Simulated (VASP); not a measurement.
Wanted: the native input for a VASP 6.6.1 run.

| Property | Result |
| --- | --- |
| Task | single point |
| Functional | PBE |
| Potentials or basis | VASP PAW PBE potentials, release 64 (As, Ga_d) |
| Cutoff | 520 eV |
| k mesh | 3 × 3 × 3 |
| Occupations | fermi-dirac, width 0.06 eV |
| Spin | no spin polarisation |
| Dipole correction | no |
| Further INCAR settings | ALGO = Normal; EDIFF = 1e-07; NBANDS = 16 |

The structure of GaAs lies in POSCAR:

```
GaAs
1.0
    0.0000000000      2.8268500000      2.8268500000
    2.8268500000      0.0000000000      2.8268500000
    2.8268500000      2.8268500000      0.0000000000
As Ga
1 1
Direct
    0.7500000000      0.7500000000      0.7500000000
    0.0000000000      0.0000000000      0.0000000000
```

These files were run (other wordings do the same):

INCAR

```
SYSTEM = GaAs
ALGO = Normal
EDIFF = 1E-7
ENCUT = 520
GGA = PE
ISIF = 2
ISMEAR = -1
LASPH = .TRUE.
LCHARG = .FALSE.
LREAL = .FALSE.
LWAVE = .FALSE.
NBANDS = 16
NELM = 100
PREC = Accurate
SIGMA = 0.06
```

KPOINTS

```
k-points
0
G
  3 3 3
  0 0 0
```

Potentials or basis: VASP PAW PBE potentials, release 64 (As, Ga_d).

The run is started by

```bash
$ cat potpaw_PBE.64/As/POTCAR potpaw_PBE.64/Ga_d/POTCAR > POTCAR
$ mpirun -np 1 vasp_std > vasp.out
```

It gave:

```yaml
Pressure: 4.7 GPa
Band_gap_on_the_k_mesh: 0.49 eV, direct
```

Caveat: the k points lie up to 0.64 Å⁻¹ apart.

It took 6.8 s on 1 thread of AMD EPYC 9R45 (Zen 5) (shared host), peak memory 0.12 GiB.
